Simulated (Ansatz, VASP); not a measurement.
**Ta: VASP beside Ansatz**

File INCAR:

```
SYSTEM = Ta
  PREC = Accurate
  ENCUT = 520
  EDIFF = 1E-6
  ISMEAR = 0
  SIGMA = 0.15
  LREAL = .FALSE.
  LASPH = .TRUE.
  NELM = 60
  ALGO = Normal
  ISIF = 2
  LWAVE = .FALSE.
  LCHARG = .TRUE.
  GGA = PE
  LELF = .TRUE.
  LVHAR = .TRUE.
  NBANDS = 12
```

The input KPOINTS:

```
Automatic mesh
0
G
  20 20 20
  0 0 0
```

POSCAR

```
Ta
1.0
   -1.7040863404      1.7040863404      1.6052493327
    1.7040863404     -1.7040863404      1.6052493327
    1.7040863404      1.7040863404     -1.6052493327
Ta
1
Direct
    0.0000000000      0.0000000000      0.0000000000
```

Input for Ansatz:

```yaml
crystal:
  lattice:
    - [-1.7040863404, 1.7040863404, 1.6052493327]
    - [1.7040863404, -1.7040863404, 1.6052493327]
    - [1.7040863404, 1.7040863404, -1.6052493327]
  atoms:
    - { symbol: Ta, position: [0.0, 0.0, 0.0] }
basis:
  ecutwfc: 420
kpoints:
  mp_grid: { grid: [20, 20, 20] }
hamiltonian:
  xc: pbe
  pseudopotentials: { kind: paw, azcp: { folder: soft_1 } }
scf:
  occupations: { method: gaussian, width: 0.15 }
output:
  forces: true
  stress: true
  eigenvalues: true
  write_density: true
  write_potential: true
  elf: true
  volumetric_format: npy
```

Alike in both runs: task single point; functional PBE; k mesh 20 × 20 × 20; occupations gaussian, width 0.15 eV; no spin polarisation.

|  | VASP | Ansatz |
| --- | --- | --- |
| version | VASP 6.6.1 | Ansatz 0.2.0 |
| potentials or method | VASP PAW PBE potentials, release 64 (Ta_pv), cutoff 520 eV | scalar-relativistic, plane waves, PAW |
| valence electrons in the cell | 11 | 13 |

```csv
,VASP,Ansatz,Ansatz less VASP
gap on the k mesh at the Fermi level (eV),none,none,-
pressure (GPa),-3.2,-3.2,-0.04
"traceless stress, the component that is largest in VASP (GPa)",3.58,3.59,+0.006
```

A gap of «none» marks a metal or a gap that the smearing closes. With one functional, cell and mesh, what is left measures potentials, basis and numerics. VASP's potentials hold 11 valence electrons a cell and Ansatz's 13, so a difference there can come from the potentials and not from the codes.

Spin-orbit coupling is off throughout.
